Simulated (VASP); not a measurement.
SiC, 2 atoms in the cell. Symmetry: F-43m, No. 216, cubic system. The conventional cell has a = 4.434 Å, b = 4.434 Å, c = 4.434 Å, α = 90.00°, β = 90.00°, γ = 90.00°. Si (site symmetry -43m) has 4 C at 1.92 Å within 2.5 Å. Within 2.5 Å of C (site symmetry -43m) lie 4 Si at 1.92 Å.  This cell differs from its parent crystal: strain +1.8%.

```yaml
Program: VASP 6.6.1
Task: single point
Functional: PBE
Potentials_or_basis: VASP PAW PBE potentials, release 64 (Si, C)
Cutoff: 520 eV
k_mesh: 10 × 10 × 10
Occupations: fermi-dirac, width 0.02 eV
Spin: no spin polarisation
Dipole_correction: no
Further_INCAR_settings: ALGO = Normal; EDIFF = 1e-06; NBANDS = 11
```

Potentials or basis: VASP PAW PBE potentials, release 64 (Si, C).

The run is started by

```sh
$ cat potpaw_PBE.64/Si/POTCAR potpaw_PBE.64/C/POTCAR > POTCAR
$ mpirun -np 1 vasp_std > vasp.out
```

Hardware: 1 thread of Intel(R) Xeon(R) 6975P-C (Granite Rapids), with other jobs on the host.

Question: Estimate the wall time of this run.

Answer: It took 3.5 s on 1 thread of Intel(R) Xeon(R) 6975P-C (Granite Rapids) (shared host), peak memory 0.13 GiB. Counts: scf iterations 12, k points 47.
